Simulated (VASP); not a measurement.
# WS2 in VASP: notebook

The runs below take WS2 through single point, with PBEsol.

Everything below comes from runs of VASP 6.6.1. Logs are shortened: lines on timing, memory, paths and dates and some standing lists are left out, and cuts for length are marked.

## Step 1: The cell of the first run

The cell holds a slab with vacuum, 3 atoms: a = 3.240 Å, b = 3.240 Å, c = 16.648 Å, α = 90.00°, β = 90.00°, γ = 120.00°.

## Step 2: Single point, PBEsol (biaxial strain in the a-b plane: +3.0 %, then relaxed in part)

The input, INCAR:

```
PREC = Accurate
ENCUT = 520
EDIFF = 1E-6
ISMEAR = 0
SIGMA = 0.02
LREAL = False
LASPH = True
NELM = 80
ALGO = Normal
ISIF = 2
LWAVE = False
LCHARG = False
GGA = PS
NBANDS = 20
```

The input, KPOINTS:

```
regular mesh
0
Gamma
  12 12 2
```

The input, POSCAR:

```
WS2
1.0
    3.2401495069      0.0000000000      0.0000000000
   -1.6200747535      2.8060517851      0.0000000000
    0.0000000000      0.0000000000     16.6477813121
W S
1 2
Direct
    0.3333333333      0.6666666667      0.0000000000
    0.6666666667      0.3333333333      0.9078747263
    0.6666666667      0.3333333333      0.0921252737
```

Potentials or basis: VASP PAW PBE potentials, release 64 (W_sv, S).

Run with:

```sh
$ cat potpaw_PBE.64/W_sv/POTCAR potpaw_PBE.64/S/POTCAR > POTCAR
$ mpirun -np 1 vasp_std > vasp.out
```

OUTCAR:

```text
PREC = Accurate
   ENCUT = 520
   EDIFF = 1E-6
   ISMEAR = 0
   LREAL = False
   LASPH = True
   NELM = 80
   ISIF = 2
   GGA = PS

 ion  position               nearest neighbor table
   1  0.333  0.667  0.000-   2 2.42   3 2.42   2 2.42   3 2.42   2 2.42   3 2.42
   2  0.667  0.333  0.908-   1 2.42   1 2.42   1 2.42
   3  0.667  0.333  0.092-   1 2.42   1 2.42   1 2.42

  LATTYP: Found a hexagonal cell.
 ALAT       =     3.2401495069
 C/A-ratio  =     5.1379670218

  Lattice vectors:

 A1 = (   3.2401495069,   0.0000000000,   0.0000000000)
 A2 = (  -1.6200747535,   2.8060517851,   0.0000000000)
 A3 = (   0.0000000000,   0.0000000000,  16.6477813121)

Analysis of symmetry for initial positions (statically):
=====================================================================
 Subroutine PRICEL returns:
 Original cell was already a primitive cell.

 Routine SETGRP: Setting up the symmetry group for a
 hexagonal supercell.

 Subroutine GETGRP returns: Found 12 space group operations
 (whereof 12 operations were pure point group operations)
 out of a pool of 24 trial point group operations.

The static configuration has the point symmetry D_3h.

Analysis of symmetry for dynamics (positions and initial velocities):
=====================================================================
 Subroutine PRICEL returns:
 Original cell was already a primitive cell.

 Routine SETGRP: Setting up the symmetry group for a
 hexagonal supercell.

 Subroutine GETGRP returns: Found 12 space group operations
 (whereof 12 operations were pure point group operations)
 out of a pool of 24 trial point group operations.

The dynamic configuration has the point symmetry D_3h.

 Subroutine INISYM returns: Found 12 space group operations
 (whereof 12 operations are pure point group operations),
 and found     1 'primitive' translations

----------------------------------------------------------------------------------------

                                     Primitive cell

  volume of cell :     151.3621

  direct lattice vectors                    reciprocal lattice vectors
     3.240149507  0.000000000  0.000000000     0.308627734  0.178186305  0.000000000
    -1.620074753  2.806051785  0.000000000     0.000000000  0.356372611  0.000000000
     0.000000000  0.000000000 16.647781312     0.000000000  0.000000000  0.060068064

  length of vectors
     3.240149507  3.240149507 16.647781312     0.356372611  0.356372611  0.060068064
[... 81 lines left out ...]
   ENCUT  =  520.0 eV  38.22 Ry    6.18 a.u.   6.02  6.02 30.95*2*pi/ulx,y,z
   NELM   =     80;   NELMIN=  2; NELMDL= -5     # of ELM steps
   EDIFF  = 0.1E-05   stopping-criterion for ELM
   LREAL  =      F    real-space projection
   EDIFFG = 0.1E-04   stopping-criterion for IOM
   NSW    =      0    number of steps for IOM
   IBRION =     -1    ionic relax: 0-MD 1-quasi-New 2-CG
   NFREE  =      0    steps in history (QN), initial steepest desc. (CG)
   ISIF   =      2    stress and relaxation
   ISYM   =      2    0-nonsym 1-usesym 2-fastsym
   POTIM  = 0.5000    time-step for ionic-motion
   TEBEG  =    0.0;   TEEND  =   0.0 temperature during run
   PSTRESS=    0.0 pullay stress
   NELECT =      26.0000    total number of electrons
   NUPDOWN=      -1.0000    fix difference up-down
   EMIN   =  10.00;   EMAX   =-10.00  energy-range for DOS
   EFERMI =   0.00;   METHOD = LEGACY
   ISMEAR =     0;   SIGMA  =   0.02  broadening in eV -4-tet -1-fermi 0-gaus
   EFERMI_NEDOS =   21; number of points for ismear=-14 and -15
   IALGO  =     38    algorithm
   IMIX   =      4    mixing-type and parameters
     AMIX     =   0.40;   BMIX     =  1.00
     AMIX_MAG =   1.60;   BMIX_MAG =  1.00
  volume/ion in A,a.u.               =      50.45       340.48
  Fermi-wavevector in a.u.,A,eV,Ry     =   0.910040  1.719725 11.267963  0.828172
  Thomas-Fermi vector in A             =   2.034155
   LORBIT       =      0    0 simple, 1 ext, 2 COOP (PROOUT), +10 PAW based schemes
   GGA     = PS    functional components
   LHFCALC =     F    Hartree Fock is set to
   AEXX    =    0.0000 exact exchange contribution
   IVDW    =     0    specifies the selected vdW correction
   LEPSILON=     F    determine dielectric tensor
   LRPA    =     F    only Hartree local field effects (RPA)
 non-spin polarized calculation
 Gauss-broadening in eV      SIGMA  =   0.02
  energy-cutoff  :      520.00
  volume of cell :      151.36
 maximum number of plane-waves:      4140
   NGX = 13   NGY = 13   NGZ = 61

 number of electron      26.0000005 magnetization

 Free energy of the ion-electron system (eV)
  ---------------------------------------------------
  ext. energy  EPLUGINS =         0.00000000
  ---------------------------------------------------
  free energy    TOTEN  =       -25.16670601 eV

  energy without entropy =      -25.16670601  energy(sigma->0) =      -25.16670601

 E-fermi :  -0.9631     XC(G=0):  -4.5440

 val. band max:       -1.1707571378   @ k =   0.0000   0.0000   0.5000
 cond. band min:       0.1168281432   @ k =   0.3333   0.3333   0.0000
 fundamental gap:      1.2875852810
 Fermi energy:        -0.9631428677

 k-point     1 :       0.0000    0.0000    0.0000
  band No.  band energies     occupation
      1     -75.4109      2.00000
      2     -39.6175      2.00000
      3     -39.5251      2.00000
      4     -39.5251      2.00000
      5     -16.0197      2.00000
      6     -14.2871      2.00000
[... 541 lines left out ...]
     19       5.8857      0.00000
     20       5.9726      0.00000

 [... further k-points ...]

------------------------ aborting loop because EDIFF is reached ----------------------------------------

  FORCE on cell =-STRESS in cart. coord.  units (eV):
  Direction    XX          YY          ZZ          XY          YZ          ZX
  --------------------------------------------------------------------------------------
  -------------------------------------------------------------------------------------
  Total       -2.7870078     -2.7870078      0.0346539      0.0000000      0.0000000      0.0000000
  in kB      -29.5006562    -29.5006562      0.3668139      0.0000000      0.0000000      0.0000000
  external PRESSURE =     -19.5448328 kB  Pullay stress =       0.0000000 kB

 VOLUME and BASIS-vectors are now :
 -----------------------------------------------------------------------------
  energy-cutoff  :      520.00
  volume of cell :      151.36
      direct lattice vectors                 reciprocal lattice vectors
     3.240149507  0.000000000  0.000000000     0.308627734  0.178186305  0.000000000
    -1.620074753  2.806051785  0.000000000     0.000000000  0.356372611  0.000000000
     0.000000000  0.000000000 16.647781312     0.000000000  0.000000000  0.060068064

 POSITION                                       TOTAL-FORCE (eV/Angst)
 -----------------------------------------------------------------------------------
     -0.00000      1.87070      0.00000         0.000000      0.000000     -0.000000
      1.62007      0.93535     15.11410         0.000000      0.000000     -0.020458
      1.62007      0.93535      1.53368        -0.000000      0.000000      0.020458
 -----------------------------------------------------------------------------------
    total drift:                                0.000000     -0.000000     -0.000000

  FREE ENERGIE OF THE ION-ELECTRON SYSTEM (eV)
  ---------------------------------------------------
  free  energy   TOTEN  =       -25.1667060110 eV

  energy  without entropy=      -25.1667060110  energy(sigma->0) =      -25.16670601
```

OSZICAR:

```text
N       E                     dE             d eps       ncg     rms          rms(c)
DAV:   1     0.173066905978E+03    0.17307E+03   -0.13825E+04  1824   0.108E+03
DAV:   2    -0.129435628506E+02   -0.18601E+03   -0.18037E+03  1956   0.255E+02
DAV:   3    -0.263115089938E+02   -0.13368E+02   -0.13263E+02  1996   0.661E+01
[... 13 lines left out ...]
DAV:  17    -0.251666607349E+02   -0.24699E-04   -0.41280E-06  1852   0.976E-03    0.574E-03
DAV:  18    -0.251666896187E+02   -0.28884E-04   -0.14320E-06  1552   0.481E-03    0.317E-03
DAV:  19    -0.251667017883E+02   -0.12170E-04   -0.65726E-07  1536   0.249E-03    0.207E-03
DAV:  20    -0.251667054552E+02   -0.36669E-05   -0.16884E-07  1460   0.142E-03    0.156E-03
DAV:  21    -0.251667060110E+02   -0.55581E-06   -0.17838E-08  1144   0.614E-04
   1 F= -.25166706E+02 E0= -.25166706E+02  d E =-.123659E-50
```

Run time: 5.1 min. Hardware: 1 thread of Intel Xeon 8259CL, shared host; peak memory 0.3 GiB.

Results:

```
Free energy            : -25.1667 eV
Largest force          : 0.020 eV/Å
Band gap on the k mesh : 1.29 eV (least direct gap 1.55 eV)
```

Forces in eV/Å, atoms in the order of the input:
```
W    0.000  0.000  0.000
S    0.000  0.000 -0.020
S    0.000  0.000  0.020
```

Caveat: the cell differs from its parent crystal (biaxial strain in the a-b plane: +3.0 %, then relaxed in part); the PAW data sets were made with another functional, which shifts forces and pressure a little; spin-orbit coupling is left out, which moves the levels of the heavy elements.

## Step 3: Single point, PBEsol (biaxial strain in the a-b plane: +3.0 %)

The input, INCAR:

```
SYSTEM = WS2
PREC     = Accurate       ! precision mode
ENCUT    = 520            ! plane-wave cutoff, eV
EDIFF    = 1E-6           ! SCF threshold, eV
ISMEAR   = 0              ! smearing method
SIGMA    = 0.02           ! smearing width, eV
LREAL    = .False.        ! projectors in reciprocal space
LASPH    = .True.         ! aspherical terms in the spheres
NELM     = 100            ! most SCF steps
ALGO     = Normal         ! electronic algorithm
ISIF     = 2              ! what is computed and relaxed
LWAVE    = .False.        ! write WAVECAR
LCHARG   = .False.        ! write CHGCAR
GGA      = PS             ! functional
NBANDS   = 20             ! bands
```

The input, KPOINTS:

```
Automatic mesh
0
Gamma
  12 12 2
  0 0 0
```

The input, POSCAR:

```
WS2
1.0
    3.2401495069      0.0000000000      0.0000000000
   -1.6200747535      2.8060517851      0.0000000000
    0.0000000000      0.0000000000     16.6482594405
W S
1 2
Direct
    0.3333333333      0.6666666667      0.0000000000
    0.6666666667      0.3333333333      0.9077465304
    0.6666666667      0.3333333333      0.0922534696
```

Potentials or basis: VASP PAW PBE potentials, release 64 (W_sv, S).

Run with:

```sh
$ cat potpaw_PBE.64/W_sv/POTCAR potpaw_PBE.64/S/POTCAR > POTCAR
$ mpirun -np 1 vasp_std > vasp.out
```

OUTCAR:

```text
SYSTEM = WS2
   PREC = Accurate
   ENCUT = 520
   EDIFF = 1E-6
   ISMEAR = 0
   LREAL = .False.
   LASPH = .True.
   NELM = 100
   ISIF = 2
   GGA = PS

 ion  position               nearest neighbor table
   1  0.333  0.667  0.000-   2 2.42   3 2.42   2 2.42   3 2.42   2 2.42   3 2.42
   2  0.667  0.333  0.908-   1 2.42   1 2.42   1 2.42
   3  0.667  0.333  0.092-   1 2.42   1 2.42   1 2.42

  LATTYP: Found a hexagonal cell.
 ALAT       =     3.2401495069
 C/A-ratio  =     5.1381145855

  Lattice vectors:
[... 743 lines left out ...]

  FORCE on cell =-STRESS in cart. coord.  units (eV):
  Direction    XX          YY          ZZ          XY          YZ          ZX
  --------------------------------------------------------------------------------------
  -------------------------------------------------------------------------------------
  Total       -2.8342852     -2.8342852     -0.0986122      0.0000000      0.0000000     -0.0000000
  in kB      -30.0002291    -30.0002291     -1.0437869      0.0000000      0.0000000     -0.0000000
  external PRESSURE =     -20.3480817 kB  Pullay stress =       0.0000000 kB

 VOLUME and BASIS-vectors are now :
 -----------------------------------------------------------------------------
  energy-cutoff  :      520.00
  volume of cell :      151.37
      direct lattice vectors                 reciprocal lattice vectors
     3.240149507  0.000000000  0.000000000     0.308627734  0.178186305  0.000000000
    -1.620074753  2.806051785  0.000000000     0.000000000  0.356372611  0.000000000
     0.000000000  0.000000000 16.648259440     0.000000000  0.000000000  0.060066339

 POSITION                                       TOTAL-FORCE (eV/Angst)
 -----------------------------------------------------------------------------------
     -0.00000      1.87070      0.00000         0.000000     -0.000000      0.000000
      1.62007      0.93535     15.11240        -0.000000      0.000000      0.022962
      1.62007      0.93535      1.53586        -0.000000     -0.000000     -0.022962
 -----------------------------------------------------------------------------------
    total drift:                               -0.000000      0.000000     -0.000000

  FREE ENERGIE OF THE ION-ELECTRON SYSTEM (eV)
  ---------------------------------------------------
  free  energy   TOTEN  =       -25.1667011124 eV

  energy  without entropy=      -25.1667011124  energy(sigma->0) =      -25.16670111
```

It took 5.3 min on 1 thread of Intel Xeon 8259CL, shared host; peak memory 0.3 GiB.

Results:

```yaml
Free_energy: -25.1667 eV
Largest_force: 0.023 eV/Å
Band_gap_on_the_k_mesh: 1.30 eV (least direct gap 1.56 eV)
```

Forces in eV/Å, atoms in the order of the input:
```
W    0.000  0.000  0.000
S    0.000  0.000  0.023
S    0.000  0.000 -0.023
```

Levels at points of the mesh, in eV from the valence-band top:
```csv
k point,band 10,band 11,band 12,band 13,band 14,band 15,band 16,band 17
"(0.00, 0.00, 0.00)",-2.05,-2.00,-2.00,0.00,2.56,2.56,2.83,2.83
"(0.50, 0.00, 0.00)",-3.69,-2.12,-1.65,-1.08,2.38,2.86,3.82,4.51
"(0.00, 0.00, 0.50)",-2.05,-2.00,-2.00,0.00,2.56,2.56,2.83,2.83
"(0.50, 0.00, 0.50)",-3.69,-2.12,-1.65,-1.08,2.38,2.86,3.82,4.51
```

Caveat: the cell differs from its parent crystal (biaxial strain in the a-b plane: +3.0 %); the PAW data sets were made with another functional, which shifts forces and pressure a little; spin-orbit coupling is left out, which moves the levels of the heavy elements.
